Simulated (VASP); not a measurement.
# C (R-3m) in VASP: notebook, part 2 of 3

VASP 6.6.1.

## (4) Single point, r2SCAN (strain +0.025 along x and y, +0.025 along z)

POSCAR reads:

```
C
1.0
    1.2587270051      0.7267263753      3.4306861104
   -1.2587270051      0.7267263753      3.4306861104
    0.0000000000     -1.4534527505      3.4306861104
C
2
Direct
    0.1640000000      0.1640000000      0.1640000000
    0.8360000000      0.8360000000      0.8360000000
```

INCAR.step1 reads:

```
ALGO     = Normal         # electronic algorithm
EDIFF    = 1E-4           # SCF threshold, eV
ENCUT    = 520            # plane-wave cutoff, eV
GGA      = PE             # functional
ISMEAR   = 0              # smearing method
LASPH    = T              # aspherical terms in the spheres
LCHARG   = F              # write CHGCAR
LREAL    = F              # projectors in reciprocal space
LWAVE    = T              # write WAVECAR
NBANDS   = 11             # bands
NELM     = 100            # most SCF steps
PREC     = Accurate       # precision mode
SIGMA    = 0.05           # smearing width, eV
```

INCAR.step2 reads:

```
ALGO     = Normal         # electronic algorithm
EDIFF    = 1E-6           # SCF threshold, eV
ENCUT    = 520            # plane-wave cutoff, eV
ISIF     = 2              # what is computed and relaxed
ISMEAR   = 0              # smearing method
ISTART   = 1            
LASPH    = T              # aspherical terms in the spheres
LCHARG   = F              # write CHGCAR
LMIXTAU  = T            
LREAL    = F              # projectors in reciprocal space
LWAVE    = F              # write WAVECAR
METAGGA  = R2SCAN         # meta-GGA
NBANDS   = 11             # bands
NELM     = 100            # most SCF steps
PREC     = Accurate       # precision mode
SIGMA    = 0.05           # smearing width, eV
```

KPOINTS reads:

```
k-points
0
Gamma
  12 12 12
```

Potentials or basis: VASP PAW PBE potentials, release 64 (C).

Started as:

```
cat potpaw_PBE.64/C/POTCAR > POTCAR
cp INCAR.step1 INCAR
mpirun -np 1 vasp_std > vasp.out
cp INCAR.step2 INCAR
mpirun -np 1 vasp_std > vasp.out
```

OUTCAR:

```text
EDIFF = 1E-6
   ENCUT = 520
   ISIF = 2
   ISMEAR = 0
   ISTART = 1
   LASPH = T
   LREAL = F
   METAGGA = R2SCAN
   NELM = 100
   PREC = Accurate

 ion  position               nearest neighbor table
   1  0.164  0.164  0.164-   2 1.45   2 1.45   2 1.45
   2  0.836  0.836  0.836-   1 1.45   1 1.45   1 1.45

  LATTYP: Found a trigonal (rhomboedric) cell.
 ALAT       =     3.7258733320
 COS(alpha) =     0.7717362630

  Lattice vectors:

 A1 = (   1.2587270051,   0.7267263753,   3.4306861104)
 A2 = (  -1.2587270051,   0.7267263753,   3.4306861104)
 A3 = (   0.0000000000,  -1.4534527505,   3.4306861104)

Analysis of symmetry for initial positions (statically):
=====================================================================
 Subroutine PRICEL returns:
 Original cell was already a primitive cell.

 Routine SETGRP: Setting up the symmetry group for a
 trigonal (rhombohedral) supercell.

 Subroutine GETGRP returns: Found 12 space group operations
 (whereof 12 operations were pure point group operations)
 out of a pool of 12 trial point group operations.

[... 165 lines left out ...]
 cond. band min:       4.4093344817   @ k =  -0.3333   0.3333   0.0000
 fundamental gap:      0.7099808294
 Fermi energy:         3.9970412160

 k-point     1 :       0.0000    0.0000    0.0000
  band No.  band energies     occupation
      1     -16.2817      2.00000
      2      -2.5476      2.00000
      3       0.8728      2.00000
      4       0.8728      2.00000
      5       8.5242      0.00000
      6      12.3375      0.00000
      7      12.3375      0.00000
      8      15.5742      0.00000
      9      15.6816      0.00000
     10      27.1663      0.00000
     11      30.0036      0.00000
[... 309 lines left out ...]
 k-point    24 :      -0.4167    0.1667    0.0000
  band No.  band energies     occupation
      1     -10.5618      2.00000
      2      -9.1920      2.00000
      3      -4.3246      2.00000
      4       2.5917      2.00000
      5       5.6228      0.00000
      6      13.9401      0.00000
      7      15.8655      0.00000
      8      16.6758      0.00000
      9      19.7529      0.00000
     10      23.0736      0.00000
     11      27.1116      0.00000

 [... further k-points ...]
[... 5 lines left out ...]
  --------------------------------------------------------------------------------------
  -------------------------------------------------------------------------------------
  Total       -3.1669592     -3.1669592      0.0098927      0.0000000      0.0000000     -0.0000000
  in kB     -269.4749169   -269.4749170      0.8417612      0.0000000      0.0000000     -0.0000000
  external PRESSURE =    -179.3693576 kB  Pullay stress =       0.0000000 kB

 VOLUME and BASIS-vectors are now :
 -----------------------------------------------------------------------------
  energy-cutoff  :      520.00
  volume of cell :       18.83
      direct lattice vectors                 reciprocal lattice vectors
     1.258727005  0.726726375  3.430686110     0.397226720  0.229338954  0.097162294
    -1.258727005  0.726726375  3.430686110    -0.397226720  0.229338954  0.097162294
     0.000000000 -1.453452750  3.430686110     0.000000000 -0.458677908  0.097162294

 POSITION                                       TOTAL-FORCE (eV/Angst)
 -----------------------------------------------------------------------------------
      0.00000      0.00000      1.68790         0.000000      0.000000      0.916255
      0.00000      0.00000      8.60416         0.000000     -0.000000     -0.916255
 -----------------------------------------------------------------------------------
    total drift:                                0.000000     -0.000000      0.000000

  FREE ENERGIE OF THE ION-ELECTRON SYSTEM (eV)
  ---------------------------------------------------
  free  energy   TOTEN  =       -19.7725800377 eV

  energy  without entropy=      -19.7725800377  energy(sigma->0) =      -19.77258004
```

OUTCAR.step1:

```text
EDIFF = 1E-4
   ENCUT = 520
   GGA = PE
   ISMEAR = 0
   LASPH = T
[... 557 lines left out ...]
 -----------------------------------------------------------------------------------
      0.00000      0.00000      1.68790         0.000000      0.000000      0.881122
      0.00000      0.00000      8.60416         0.000000     -0.000000     -0.881122
 -----------------------------------------------------------------------------------
    total drift:                                0.000000     -0.000000      0.000000

  FREE ENERGIE OF THE ION-ELECTRON SYSTEM (eV)
  ---------------------------------------------------
  free  energy   TOTEN  =       -18.3529644680 eV

  energy  without entropy=      -18.3529644680  energy(sigma->0) =      -18.35296447
```

It took 2.3 min on 1 thread of AMD EPYC 9R45 (Zen 5), shared host; peak memory 0.14 GiB.

Results:

* Free energy: -19.7726 eV
* Pressure: -17.9 GPa
* Largest force: 0.916 eV/Å
* Band gap on the k mesh: 0.71 eV, direct

Forces in eV/Å, atoms in the order of the input:
```
C    0.000  0.000  0.916
C    0.000  0.000 -0.916
```

Stress tensor (GPa, compression positive):
```
-26.95   0.00   0.00
  0.00 -26.95   0.00
  0.00   0.00   0.08
```

Levels at points of the mesh, in eV from the valence-band top:
```tsv
k point	band 1	band 2	band 3	band 4	band 5	band 6	band 7	band 8	band 9
(0.00, 0.00, 0.00)	-19.98	-6.25	-2.83	-2.83	4.82	8.64	8.64	11.87	11.98
(0.50, 0.00, 0.00)	-14.71	-13.26	-6.18	-1.63	2.29	7.58	12.81	12.93	19.07
(0.50, 0.50, 0.00)	-14.61	-13.18	-6.24	-2.40	1.84	7.23	13.46	15.97	19.89
(0.50, 0.50, 0.50)	-19.72	-8.11	-2.85	-2.85	8.60	8.60	11.17	11.84	11.91
```

Caveat: the cell differs from its parent crystal (strain +0.025 along x and y, +0.025 along z); the PAW data sets were made with another functional, which shifts forces and pressure a little.

## (5) Single point, r2SCAN (strain +0.050 along x and y, +0.000 along z)

POSCAR reads:

```
C
1.0
    1.2894276638      0.7444514088      3.3470108394
   -1.2894276638      0.7444514088      3.3470108394
    0.0000000000     -1.4889028176      3.3470108394
C
2
Direct
    0.1640000000      0.1640000000      0.1640000000
    0.8360000000      0.8360000000      0.8360000000
```

INCAR.step1 reads:

```
  PREC = Accurate
  ENCUT = 520
  ISMEAR = 0
  SIGMA = 0.05
  LREAL = F
  LASPH = T
  NELM = 80
  NBANDS = 11
  GGA = PE
  ALGO = Normal
  EDIFF = 1E-4
  LWAVE = T
  LCHARG = F
```

INCAR.step2 reads:

```
  PREC = Accurate
  ENCUT = 520
  EDIFF = 1E-6
  ISMEAR = 0
  SIGMA = 0.05
  LREAL = F
  LASPH = T
  NELM = 80
  ALGO = Normal
  ISIF = 2
  LWAVE = F
  LCHARG = F
  METAGGA = R2SCAN
  LMIXTAU = T
  NBANDS = 11
  ISTART = 1
```

KPOINTS reads:

```
Automatic mesh
0
Gamma
  12 12 12
```

Started as:

```
cat potpaw_PBE.64/C/POTCAR > POTCAR
cp INCAR.step1 INCAR
mpirun -np 1 vasp_std > vasp.out
cp INCAR.step2 INCAR
mpirun -np 1 vasp_std > vasp.out
```

Run time: 2.3 min. Hardware: 1 thread of AMD EPYC 9R45 (Zen 5), shared host; peak memory 0.14 GiB.

Results (log left out):

| Quantity | Value |
| --- | --- |
| Free energy | -19.5489 eV |
| Pressure | -32.9 GPa |
| Largest force | 0.860 eV/Å |
| Band gap on the k mesh | 0.83 eV, direct |

Forces on the atoms (eV/Å):
```
C    0.000  0.000  0.860
C    0.000  0.000 -0.860
```

Stress tensor (GPa, compression positive):
```
-49.95   0.00   0.00
  0.00 -49.95   0.00
  0.00   0.00   1.13
```

Levels at points of the mesh, in eV from the valence-band top:
| k point | band 1 | band 2 | band 3 | band 4 | band 5 | band 6 | band 7 | band 8 |
| --- | --- | --- | --- | --- | --- | --- | --- | --- |
| (0.00, 0.00, 0.00) | -19.36 | -5.54 | -2.76 | -2.76 | 5.40 | 8.27 | 8.27 | 10.48 |
| (0.50, 0.00, 0.00) | -14.39 | -12.75 | -5.89 | -1.35 | 2.32 | 6.99 | 12.82 | 13.13 |
| (0.50, 0.50, 0.00) | -14.26 | -12.66 | -5.96 | -2.26 | 1.85 | 6.57 | 13.46 | 16.33 |
| (0.50, 0.50, 0.50) | -19.04 | -7.69 | -2.79 | -2.79 | 8.22 | 8.22 | 10.26 | 11.20 |

Caveat: the cell differs from its parent crystal (strain +0.050 along x and y, +0.000 along z); the PAW data sets were made with another functional, which shifts forces and pressure a little.

[end of part 2 of 3]
